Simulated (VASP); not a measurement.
# Rh (Fm-3m) in VASP: notebook

Rh is run at these levels: PBE; tasks: single point, relaxation of cell and atoms.

Everything below comes from runs of VASP 6.6.1. Logs are shortened: lines on timing, memory, paths and dates and some standing lists are left out, and cuts for length are marked.

### 1 The cell of the first run

Symmetry: Fm-3m, No. 225, cubic system. Conventional cell: a = 3.835 Å, b = 3.835 Å, c = 3.835 Å, α = 90.00°, β = 90.00°, γ = 90.00°. Rh (site symmetry m-3m) has 12 Rh at 2.71 Å within 3.6 Å.

### 2 Single point, PBE

Input file INCAR:

```
  PREC = Accurate
  ENCUT = 520
  EDIFF = 1E-6
  ISMEAR = 0
  SIGMA = 0.1
  LREAL = False
  LASPH = True
  NELM = 60
  ALGO = Normal
  ISIF = 2
  LWAVE = False
  LCHARG = False
  GGA = PE
  NBANDS = 14
```

Input file KPOINTS:

```
regular mesh
0
Gamma
  8 8 8
```

Input file POSCAR:

```
Rh
1.0
    0.0000000000      1.9173976653      1.9173976653
    1.9173976653      0.0000000000      1.9173976653
    1.9173976653      1.9173976653      0.0000000000
Rh
1
Direct
    0.0000000000      0.0000000000      0.0000000000
```

Potentials or basis: VASP PAW PBE potentials, release 64 (Rh_pv).

Started as:

```console
cat potpaw_PBE.64/Rh_pv/POTCAR > POTCAR
mpirun -np 1 vasp_std > vasp.out
```

OUTCAR:

```text
PREC = Accurate
   ENCUT = 520
   EDIFF = 1E-6
   ISMEAR = 0
   LREAL = False
   LASPH = True
   NELM = 60
   ISIF = 2
   GGA = PE

 ion  position               nearest neighbor table
   1  0.000  0.000  0.000-

  LATTYP: Found a face centered cubic cell.
 ALAT       =     3.8347953306

  Lattice vectors:

 A1 = (   0.0000000000,   1.9173976653,   1.9173976653)
 A2 = (   1.9173976653,   0.0000000000,   1.9173976653)
 A3 = (   1.9173976653,   1.9173976653,   0.0000000000)

Analysis of symmetry for initial positions (statically):
=====================================================================
 Subroutine PRICEL returns:
 Original cell was already a primitive cell.

 Routine SETGRP: Setting up the symmetry group for a
 face centered cubic supercell.

 Subroutine GETGRP returns: Found 48 space group operations
 (whereof 48 operations were pure point group operations)
 out of a pool of 48 trial point group operations.

The static configuration has the point symmetry O_h .

Analysis of symmetry for dynamics (positions and initial velocities):
=====================================================================
 Subroutine PRICEL returns:
 Original cell was already a primitive cell.

 Routine SETGRP: Setting up the symmetry group for a
 face centered cubic supercell.

 Subroutine GETGRP returns: Found 48 space group operations
 (whereof 48 operations were pure point group operations)
 out of a pool of 48 trial point group operations.

The dynamic configuration has the point symmetry O_h .

 Subroutine INISYM returns: Found 48 space group operations
 (whereof 48 operations are pure point group operations),
 and found     1 'primitive' translations

----------------------------------------------------------------------------------------

                                     Primitive cell

  volume of cell :      14.0983

  direct lattice vectors                    reciprocal lattice vectors
     0.000000000  1.917397665  1.917397665    -0.260770110  0.260770110  0.260770110
     1.917397665  0.000000000  1.917397665     0.260770110 -0.260770110  0.260770110
     1.917397665  1.917397665  0.000000000     0.260770110  0.260770110 -0.260770110

  length of vectors
     2.711609783  2.711609783  2.711609783     0.451667080  0.451667080  0.451667080

  position of ions in fractional coordinates (direct lattice)
     0.000000000  0.000000000  0.000000000

  ion indices of the primitive-cell ions
   primitive index   ion index
                 1           1

----------------------------------------------------------------------------------------

 KPOINTS: regular mesh

Automatic generation of k-mesh.
 Grid dimensions read from file:
 generate k-points for:    8    8    8

 Generating k-lattice:

  Cartesian coordinates                     Fractional coordinates (reciprocal lattice)
    -0.032596264  0.032596264  0.032596264     0.125000000  0.000000000  0.000000000
     0.032596264 -0.032596264  0.032596264     0.000000000  0.125000000  0.000000000
     0.032596264  0.032596264 -0.032596264     0.000000000  0.000000000  0.125000000

  Length of vectors
     0.056458385  0.056458385  0.056458385

  Shift w.r.t. Gamma in fractional coordinates (k-lattice)
     0.000000000  0.000000000  0.000000000

 Subroutine IBZKPT returns following result:
 ===========================================

 Found     29 irreducible k-points:

 Following reciprocal coordinates:
            Coordinates               Weight
  0.000000  0.000000  0.000000      1.000000
  0.125000  0.000000  0.000000      8.000000
  0.250000  0.000000  0.000000      8.000000
  0.375000  0.000000  0.000000      8.000000
  0.500000  0.000000  0.000000      4.000000
  0.125000  0.125000  0.000000      6.000000
[... 16 lines left out ...]
  0.500000  0.250000  0.125000     48.000000
 -0.375000  0.250000  0.125000     24.000000
 [... further k-points ...]
   k-points           NKPTS =     29   k-points in BZ     NKDIM =     29   number of bands    NBANDS=     14
   number of dos      NEDOS =    301   number of ions     NIONS =      1
   total plane-waves  NPLWV =   8000
   dimension x,y,z NGX =    20 NGY =   20 NGZ =   20
   dimension x,y,z NGXF=    40 NGYF=   40 NGZF=   40
   ions per type =               1
   NGX,Y,Z   is equivalent  to a cutoff of  12.26, 12.26, 12.26 a.u.
   NGXF,Y,Z  is equivalent  to a cutoff of  24.52, 24.52, 24.52 a.u.
 SYSTEM =  unknown system
   PREC   = accura    normal or accurate (medium, high low for compatibility)
   ISTART =      0    job   : 0-new  1-cont  2-samecut
   ICHARG =      2    charge: 1-file 2-atom 10-const
   ISPIN  =      1    spin polarized calculation?
   LNONCOLLINEAR =      F non collinear calculations
   LSORBIT =      F    spin-orbit coupling
   LASPH  =      T    aspherical Exc in radial PAW
   ENCUT  =  520.0 eV  38.22 Ry    6.18 a.u.   5.04  5.04  5.04*2*pi/ulx,y,z
   NELM   =     60;   NELMIN=  2; NELMDL= -5     # of ELM steps
   EDIFF  = 0.1E-05   stopping-criterion for ELM
   LREAL  =      F    real-space projection
   EDIFFG = 0.1E-04   stopping-criterion for IOM
   NSW    =      0    number of steps for IOM
   IBRION =     -1    ionic relax: 0-MD 1-quasi-New 2-CG
   NFREE  =      0    steps in history (QN), initial steepest desc. (CG)
   ISIF   =      2    stress and relaxation
   ISYM   =      2    0-nonsym 1-usesym 2-fastsym
   POTIM  = 0.5000    time-step for ionic-motion
   TEBEG  =    0.0;   TEEND  =   0.0 temperature during run
   PSTRESS=    0.0 pullay stress
   NELECT =      15.0000    total number of electrons
   NUPDOWN=      -1.0000    fix difference up-down
   EMIN   =  10.00;   EMAX   =-10.00  energy-range for DOS
   EFERMI =   0.00;   METHOD = LEGACY
   ISMEAR =     0;   SIGMA  =   0.10  broadening in eV -4-tet -1-fermi 0-gaus
   EFERMI_NEDOS =   21; number of points for ismear=-14 and -15
   IALGO  =     38    algorithm
   IMIX   =      4    mixing-type and parameters
     AMIX     =   0.40;   BMIX     =  1.00
     AMIX_MAG =   1.60;   BMIX_MAG =  1.00
  volume/ion in A,a.u.               =      14.10        95.14
  Fermi-wavevector in a.u.,A,eV,Ry     =   1.671282  3.158265 38.003567  2.793183
  Thomas-Fermi vector in A             =   2.756632
   LORBIT       =      0    0 simple, 1 ext, 2 COOP (PROOUT), +10 PAW based schemes
   GGA     = PE    functional components
   LHFCALC =     F    Hartree Fock is set to
   AEXX    =    0.0000 exact exchange contribution
   IVDW    =     0    specifies the selected vdW correction
   LEPSILON=     F    determine dielectric tensor
   LRPA    =     F    only Hartree local field effects (RPA)
 non-spin polarized calculation
 Gauss-broadening in eV      SIGMA  =   0.10
  energy-cutoff  :      520.00
  volume of cell :       14.10
 maximum number of plane-waves:       392
   NGX =  9   NGY =  9   NGZ =  9

 number of electron      15.0000002 magnetization

 Free energy of the ion-electron system (eV)
  ---------------------------------------------------
  ext. energy  EPLUGINS =         0.00000000
  ---------------------------------------------------
  free energy    TOTEN  =        -7.23247015 eV

  energy without entropy =       -7.22224794  energy(sigma->0) =       -7.22735905

 E-fermi :  11.4811     XC(G=0): -13.8654

 val. band max:       11.4565735626   @ k =  -0.3750   0.2500   0.0000
 cond. band min:      11.5431235823   @ k =   0.3750   0.0000   0.0000
 fundamental gap:      0.0865500197
 Fermi energy:        11.4810670270

 k-point     1 :       0.0000    0.0000    0.0000
  band No.  band energies     occupation
      1     -34.8544      2.00000
      2     -34.8544      2.00000
      3     -34.8544      2.00000
      4       3.6747      2.00000
      5       8.5059      2.00000
      6       8.5059      2.00000
      7       8.5059      2.00000
      8      10.5195      2.00000
      9      10.5195      2.00000
     10      27.4501      0.00000
     11      32.1206      0.00000
     12      32.7810      0.00000
     13      32.7810      0.00000
     14      32.7810      0.00000

 k-point     2 :       0.1250    0.0000    0.0000
  band No.  band energies     occupation
      1     -34.9556      2.00000
      2     -34.8682      2.00000
      3     -34.8682      2.00000
      4       4.2643      2.00000
      5       8.2810      2.00000
      6       8.7132      2.00000
      7       8.7132      2.00000
      8      10.4252      2.00000
      9      10.4252      2.00000
     10      28.2174      0.00000
     11      30.2310      0.00000
     12      32.1206      0.00000
     13      33.6321      0.00000
     14      33.6321      0.00000

 k-point     3 :       0.2500    0.0000    0.0000
  band No.  band energies     occupation
      1     -35.1959      2.00000
      2     -34.9013      2.00000
      3     -34.9013      2.00000
      4       5.4473      2.00000
      5       8.3730      2.00000
      6       8.8564      2.00000
      7       8.8564      2.00000
      8      10.6774      2.00000
      9      10.6774      2.00000
     10      26.3741      0.00000
     11      28.9312      0.00000
     12      32.1199      0.00000
     13      35.5628      0.00000
     14      35.5628      0.00000
[... 324 lines left out ...]
 k-point    23 :       0.5000    0.2500    0.1250
  band No.  band energies     occupation
      1     -35.3807      2.00000
      2     -35.1006      2.00000
      3     -34.9831      2.00000
      4       6.7038      2.00000
      5       7.7157      2.00000
      6       8.2154      2.00000
      7       9.8209      2.00000
      8      11.3478      1.94046
      9      14.5104      0.00000
     10      22.8622      0.00000
     11      27.0996      0.00000
     12      28.9896      0.00000
     13      32.1209      0.00000
     14      33.6028      0.00000

 k-point    24 :      -0.3750    0.2500    0.1250
  band No.  band energies     occupation
      1     -35.4351      2.00000
      2     -35.1239      2.00000
      3     -35.0044      2.00000
      4       6.6370      2.00000
      5       7.4850      2.00000
      6       8.9030      2.00000
      7       9.5448      2.00000
      8      11.8311      0.00000
      9      16.7693      0.00000
     10      19.6823      0.00000
     11      27.3461      0.00000
     12      28.0146      0.00000
     13      32.1216      0.00000
     14      32.4327      0.00000

 [... further k-points ...]

------------------------ aborting loop because EDIFF is reached ----------------------------------------

  FORCE on cell =-STRESS in cart. coord.  units (eV):
  Direction    XX          YY          ZZ          XY          YZ          ZX
  --------------------------------------------------------------------------------------
  -------------------------------------------------------------------------------------
  Total       -0.0098825     -0.0098825     -0.0098825      0.0000000      0.0000000      0.0000000
  in kB       -1.1230803     -1.1230803     -1.1230803      0.0000000      0.0000000      0.0000000
  external PRESSURE =      -1.1230803 kB  Pullay stress =       0.0000000 kB

 VOLUME and BASIS-vectors are now :
 -----------------------------------------------------------------------------
  energy-cutoff  :      520.00
  volume of cell :       14.10
      direct lattice vectors                 reciprocal lattice vectors
     0.000000000  1.917397665  1.917397665    -0.260770110  0.260770110  0.260770110
     1.917397665  0.000000000  1.917397665     0.260770110 -0.260770110  0.260770110
     1.917397665  1.917397665  0.000000000     0.260770110  0.260770110 -0.260770110

 POSITION                                       TOTAL-FORCE (eV/Angst)
 -----------------------------------------------------------------------------------
      0.00000      0.00000      0.00000         0.000000     -0.000000      0.000000
 -----------------------------------------------------------------------------------
    total drift:                                0.000000     -0.000000      0.000000

  FREE ENERGIE OF THE ION-ELECTRON SYSTEM (eV)
  ---------------------------------------------------
  free  energy   TOTEN  =        -7.2324701475 eV

  energy  without entropy=       -7.2222479428  energy(sigma->0) =       -7.22735905
```

It took 3 s on 1 thread of Intel Xeon 6975P-C, shared host; peak memory 0.12 GiB.

What came out:

| Property | Result |
| --- | --- |
| Free energy | -7.2325 eV |
| Pressure | -0.1 GPa |

Levels at points of the mesh, in eV from the Fermi level:
```tsv
k point	band 4	band 5	band 6	band 7	band 8	band 9	band 10	band 11
(0.00, 0.00, 0.00)	-7.81	-2.98	-2.98	-2.98	-0.96	-0.96	15.97	20.64
(0.50, 0.00, 0.00)	-5.93	-3.04	-3.04	0.54	0.54	0.73	8.37	15.47
(0.50, 0.50, 0.00)	-6.10	-5.74	0.51	0.93	0.93	3.20	11.94	13.15
```

(Continued in part 2 of 2.)
